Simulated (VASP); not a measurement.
# Cu (P-1) in VASP: single point with PBE

Aim: the single point of Cu with PBE.

All numbers are computed with VASP 6.6.1; they aren't measurements. Logs are shortened: lines on timing, memory, paths and dates and some standing lists are left out, and cuts for length are marked.

## Step 1: The cell of the first run

The typed cell holds 2 atoms: a = 2.502 Å, b = 2.502 Å, c = 4.173 Å, α = 90.00°, β = 90.00°, γ = 113.06°.

## Step 2: Single point, PBE

INCAR

```
PREC = Accurate
ENCUT = 520
EDIFF = 1E-7
ISMEAR = 0
SIGMA = 0.15
LREAL = False
LASPH = True
NELM = 80
ALGO = Fast
ISIF = 2
LWAVE = False
LCHARG = False
GGA = PE
NBANDS = 18
```

KPOINTS

```
Automatic mesh
0
Gamma
  14 14 8
```

POSCAR

```
Cu
1.0
   -1.4755302431      1.4755302431      1.3795566846
    1.4755302431     -1.4755302431      1.3795566846
    2.9510604861      2.9510604861      0.0000000000
Cu
2
Direct
   -0.0206382348     -0.0117474113      0.0072784665
    0.5206382348      0.5117474113      0.4927215335
```

Potentials or basis: VASP PAW PBE potentials, release 64 (Cu).

Command:

```console
cat potpaw_PBE.64/Cu/POTCAR > POTCAR
mpirun -np 1 vasp_std > vasp.out
```

OUTCAR:

```text
PREC = Accurate
   ENCUT = 520
   EDIFF = 1E-7
   ISMEAR = 0
   LREAL = False
   LASPH = True
   NELM = 80
   ISIF = 2
   GGA = PE

 ion  position               nearest neighbor table
   1  0.979  0.988  0.007-   2 2.40   2 2.50   2 2.51   2 2.60
   2  0.521  0.512  0.493-   1 2.40   1 2.50   1 2.51   1 2.60

  LATTYP: Found a base centered orthorhombic cell.
 ALAT       =     2.7591133692
 B/A-ratio  =     1.5125981446
 C/A-ratio  =     1.5125981445

  Lattice vectors:

 A1 = (  -1.4755302431,   1.4755302431,   1.3795566846)
 A2 = (   1.4755302431,  -1.4755302431,   1.3795566846)
 A3 = (   2.9510604861,   2.9510604861,   0.0000000000)

Analysis of symmetry for initial positions (statically):
=====================================================================
 Subroutine PRICEL returns:
 Original cell was already a primitive cell.

 Routine SETGRP: Setting up the symmetry group for a
 base centered orthorhombic supercell.

 Subroutine GETGRP returns: Found  2 space group operations
 (whereof  1 operations were pure point group operations)
 out of a pool of  8 trial point group operations.

The static configuration has the point symmetry C_1 .
 The point group associated with its full space group is S_2 .

Analysis of symmetry for dynamics (positions and initial velocities):
=====================================================================
 Subroutine PRICEL returns:
 Original cell was already a primitive cell.

 Routine SETGRP: Setting up the symmetry group for a
 base centered orthorhombic supercell.

 Subroutine GETGRP returns: Found  2 space group operations
 (whereof  1 operations were pure point group operations)
 out of a pool of  8 trial point group operations.

The dynamic configuration has the point symmetry C_1 .
 The point group associated with its full space group is S_2 .

 Subroutine INISYM returns: Found  2 space group operations
 (whereof  1 operations are pure point group operations),
 and found     1 'primitive' translations

----------------------------------------------------------------------------------------

                                     Primitive cell

  volume of cell :      24.0285

  direct lattice vectors                    reciprocal lattice vectors
    -1.475530243  1.475530243  1.379556685    -0.169430617  0.169430617  0.362435270
     1.475530243 -1.475530243  1.379556685     0.169430617 -0.169430617  0.362435270
     2.951060486  2.951060486  0.000000000     0.169430617  0.169430617  0.000000000

  length of vectors
     2.501510672  2.501510672  4.173429763     0.434479911  0.434479911  0.239611077

  position of ions in fractional coordinates (direct lattice)
     0.979361765  0.988252589  0.007278466
     0.520638235  0.511747411  0.492721534

  ion indices of the primitive-cell ions
   primitive index   ion index
                 1           1
                 2           2

----------------------------------------------------------------------------------------

 KPOINTS: Automatic mesh

Automatic generation of k-mesh.
 Grid dimensions read from file:
 generate k-points for:   14   14    8

 Generating k-lattice:

  Cartesian coordinates                     Fractional coordinates (reciprocal lattice)
    -0.012102187  0.012102187  0.025888234     0.071428571 -0.000000000  0.000000000
     0.012102187 -0.012102187  0.025888234    -0.000000000  0.071428571  0.000000000
     0.021178827  0.021178827  0.000000000     0.000000000  0.000000000  0.125000000

  Length of vectors
     0.031034279  0.031034279  0.029951385

  Shift w.r.t. Gamma in fractional coordinates (k-lattice)
     0.000000000  0.000000000  0.000000000

 Subroutine IBZKPT returns following result:
 ===========================================

 Found    788 irreducible k-points:

 Following reciprocal coordinates:
            Coordinates               Weight
  0.000000  0.000000  0.000000      1.000000
  0.071429 -0.000000  0.000000      2.000000
 -0.000000  0.071429  0.000000      2.000000
  0.142857 -0.000000  0.000000      2.000000
 -0.000000  0.142857  0.000000      2.000000
  0.214286  0.000000  0.000000      2.000000
[... 16 lines left out ...]
  0.357143  0.071429  0.000000      2.000000
  0.071429  0.357143  0.000000      2.000000
 [... further k-points ...]
   k-points           NKPTS =    788   k-points in BZ     NKDIM =    788   number of bands    NBANDS=     18
   number of dos      NEDOS =    301   number of ions     NIONS =      2
   total plane-waves  NPLWV =  12800
   dimension x,y,z NGX =    20 NGY =   20 NGZ =   32
   dimension x,y,z NGXF=    40 NGYF=   40 NGZF=   64
   ions per type =               2
   NGX,Y,Z   is equivalent  to a cutoff of  13.29, 13.29, 12.75 a.u.
   NGXF,Y,Z  is equivalent  to a cutoff of  26.58, 26.58, 25.49 a.u.
 SYSTEM =  unknown system
   PREC   = accura    normal or accurate (medium, high low for compatibility)
   ISTART =      0    job   : 0-new  1-cont  2-samecut
   ICHARG =      2    charge: 1-file 2-atom 10-const
   ISPIN  =      1    spin polarized calculation?
   LNONCOLLINEAR =      F non collinear calculations
   LSORBIT =      F    spin-orbit coupling
   LASPH  =      T    aspherical Exc in radial PAW
   ENCUT  =  520.0 eV  38.22 Ry    6.18 a.u.   4.65  4.65  7.76*2*pi/ulx,y,z
   NELM   =     80;   NELMIN=  2; NELMDL= -5     # of ELM steps
   EDIFF  = 0.1E-06   stopping-criterion for ELM
   LREAL  =      F    real-space projection
   EDIFFG = 0.1E-05   stopping-criterion for IOM
   NSW    =      0    number of steps for IOM
   IBRION =     -1    ionic relax: 0-MD 1-quasi-New 2-CG
   NFREE  =      0    steps in history (QN), initial steepest desc. (CG)
   ISIF   =      2    stress and relaxation
   ISYM   =      2    0-nonsym 1-usesym 2-fastsym
   POTIM  = 0.5000    time-step for ionic-motion
   TEBEG  =    0.0;   TEEND  =   0.0 temperature during run
   PSTRESS=    0.0 pullay stress
   NELECT =      22.0000    total number of electrons
   NUPDOWN=      -1.0000    fix difference up-down
   EMIN   =  10.00;   EMAX   =-10.00  energy-range for DOS
   EFERMI =   0.00;   METHOD = LEGACY
   ISMEAR =     0;   SIGMA  =   0.15  broadening in eV -4-tet -1-fermi 0-gaus
   EFERMI_NEDOS =   21; number of points for ismear=-14 and -15
   IALGO  =     68    algorithm
   IMIX   =      4    mixing-type and parameters
     AMIX     =   0.40;   BMIX     =  1.00
     AMIX_MAG =   1.60;   BMIX_MAG =  1.00
  volume/ion in A,a.u.               =      12.01        81.08
  Fermi-wavevector in a.u.,A,eV,Ry     =   1.589671  3.004042 34.382637  2.527053
  Thomas-Fermi vector in A             =   2.688484
   LORBIT       =      0    0 simple, 1 ext, 2 COOP (PROOUT), +10 PAW based schemes
   GGA     = PE    functional components
   LHFCALC =     F    Hartree Fock is set to
   AEXX    =    0.0000 exact exchange contribution
   IVDW    =     0    specifies the selected vdW correction
   LEPSILON=     F    determine dielectric tensor
   LRPA    =     F    only Hartree local field effects (RPA)
 non-spin polarized calculation
 RMM-DIIS sequential band-by-band and
 Gauss-broadening in eV      SIGMA  =   0.15
  energy-cutoff  :      520.00
  volume of cell :       24.03
 maximum number of plane-waves:       662
   NGX =  9   NGY =  9   NGZ = 15

 number of electron      21.9999991 magnetization

 Free energy of the ion-electron system (eV)
  ---------------------------------------------------
  ext. energy  EPLUGINS =         0.00000000
  ---------------------------------------------------
  free energy    TOTEN  =        -7.36053809 eV

  energy without entropy =       -7.35152389  energy(sigma->0) =       -7.35603099

 E-fermi :   7.3815     XC(G=0): -12.6251

 val. band max:        7.3797942436   @ k =   0.5000  -0.2143   0.1250
 cond. band min:       7.3820390926   @ k =   0.5000   0.2143   0.1250
 fundamental gap:      0.0022448490
 Fermi energy:         7.3814882425

 k-point     1 :       0.0000    0.0000    0.0000
  band No.  band energies     occupation
      1      -1.8431      2.00000
      2       2.4025      2.00000
      3       3.8523      2.00000
      4       4.1486      2.00000
      5       4.4131      2.00000
      6       4.4242      2.00000
[... 10 lines left out ...]
     17      31.5046      0.00000
     18      31.5676      0.00000

 k-point     2 :       0.0714   -0.0000    0.0000
  band No.  band energies     occupation
      1      -1.6903      2.00000
      2       2.4924      2.00000
      3       3.8543      2.00000
      4       4.1671      2.00000
      5       4.4046      2.00000
      6       4.4321      2.00000
[... 10 lines left out ...]
     17      30.8793      0.00000
     18      31.3154      0.00000

 k-point     3 :      -0.0000    0.0714    0.0000
  band No.  band energies     occupation
      1      -1.6903      2.00000
      2       2.4926      2.00000
      3       3.8541      2.00000
      4       4.1644      2.00000
      5       4.4060      2.00000
      6       4.4326      2.00000
[... 10 lines left out ...]
     17      30.8045      0.00000
     18      31.3069      0.00000

 k-point     4 :       0.1429   -0.0000    0.0000
  band No.  band energies     occupation
      1      -1.2386      2.00000
      2       2.7416      2.00000
      3       3.8459      2.00000
      4       4.1583      2.00000
      5       4.3570      2.00000
      6       4.5361      2.00000
[... 375 lines left out ...]
      4       3.8511      2.00000
      5       4.0983      2.00000
      6       4.1647      2.00000
[... 10 lines left out ...]
     17      22.6186      0.00000
     18      28.3069      0.00000

 k-point    23 :       0.3571    0.0714    0.0000
  band No.  band energies     occupation
      1       1.9657      2.00000
      2       3.2906      2.00000
      3       3.6548      2.00000
      4       3.9605      2.00000
      5       4.0870      2.00000
      6       4.1061      2.00000
[... 10 lines left out ...]
     17      20.8484      0.00000
     18      27.3572      0.00000

 k-point    24 :       0.0714    0.3571    0.0000
  band No.  band energies     occupation
      1       1.9697      2.00000
      2       3.2899      2.00000
      3       3.6827      2.00000
      4       3.9222      2.00000
      5       4.0559      2.00000
      6       4.1364      2.00000
[... 10 lines left out ...]
     17      20.8311      0.00000
     18      27.4007      0.00000

 [... further k-points ...]

------------------------ aborting loop because EDIFF is reached ----------------------------------------

  FORCE on cell =-STRESS in cart. coord.  units (eV):
  Direction    XX          YY          ZZ          XY          YZ          ZX
  --------------------------------------------------------------------------------------
  -------------------------------------------------------------------------------------
  Total        0.1863017      0.2013443      0.0515909      0.0911597     -0.0845355     -0.0725830
  in kB       12.4222870     13.4253024      3.4399984      6.0783785     -5.6366854     -4.8397164
  external PRESSURE =       9.7625292 kB  Pullay stress =       0.0000000 kB

 VOLUME and BASIS-vectors are now :
 -----------------------------------------------------------------------------
  energy-cutoff  :      520.00
  volume of cell :       24.03
      direct lattice vectors                 reciprocal lattice vectors
    -1.475530243  1.475530243  1.379556685    -0.169430617  0.169430617  0.362435270
     1.475530243 -1.475530243  1.379556685     0.169430617 -0.169430617  0.362435270
     2.951060486  2.951060486  0.000000000     0.169430617  0.169430617  0.000000000

 POSITION                                       TOTAL-FORCE (eV/Angst)
 -----------------------------------------------------------------------------------
      0.03460      0.00836      2.71444        -0.298488     -0.317821      0.260524
      1.44093      1.46717      1.42423         0.298488      0.317821     -0.260524
 -----------------------------------------------------------------------------------
    total drift:                                0.000000      0.000000     -0.000000

  FREE ENERGIE OF THE ION-ELECTRON SYSTEM (eV)
  ---------------------------------------------------
  free  energy   TOTEN  =        -7.3605380920 eV

  energy  without entropy=       -7.3515238880  energy(sigma->0) =       -7.35603099
```

Run time: 2.9 min. Hardware: 1 thread of AMD EPYC 9R45 (Zen 5), shared host; peak memory 0.33 GiB.

What came out:

- Free energy: -7.3605 eV
- Pressure: 1.0 GPa
- Largest force: 0.508 eV/Å
- Band gap on the k mesh: zero (bands 11 and 12 overlap by 6.58 eV)

Forces on the atoms (eV/Å):
```
Cu  -0.298 -0.318  0.261
Cu   0.298  0.318 -0.261
```

Stress tensor (GPa, compression positive):
```
 1.24  0.61 -0.48
 0.61  1.34 -0.56
-0.48 -0.56  0.34
```

Levels at points of the mesh, in eV from the Fermi level:
```csv
k point,band 9,band 10,band 11,band 12,band 13,band 14
"(0.00, 0.00, 0.00)",-2.05,-1.95,-1.40,-0.85,3.78,18.60
"(0.50, 0.00, 0.00)",-1.76,-1.73,0.28,0.63,8.25,8.78
"(0.00, 0.50, 0.00)",-1.77,-1.72,0.35,0.56,8.41,8.84
"(0.50, 0.50, 0.00)",-1.49,-1.40,-0.85,3.78,7.31,7.34
"(0.00, 0.00, 0.50)",-2.29,-2.09,-2.02,-1.99,12.16,12.88
"(0.50, 0.00, 0.50)",-1.40,-1.37,-0.34,-0.29,4.47,4.51
"(0.00, 0.50, 0.50)",-1.38,-1.36,-0.36,-0.33,4.50,4.52
"(0.50, 0.50, 0.50)",-1.49,-1.46,2.65,3.03,4.58,4.61
```
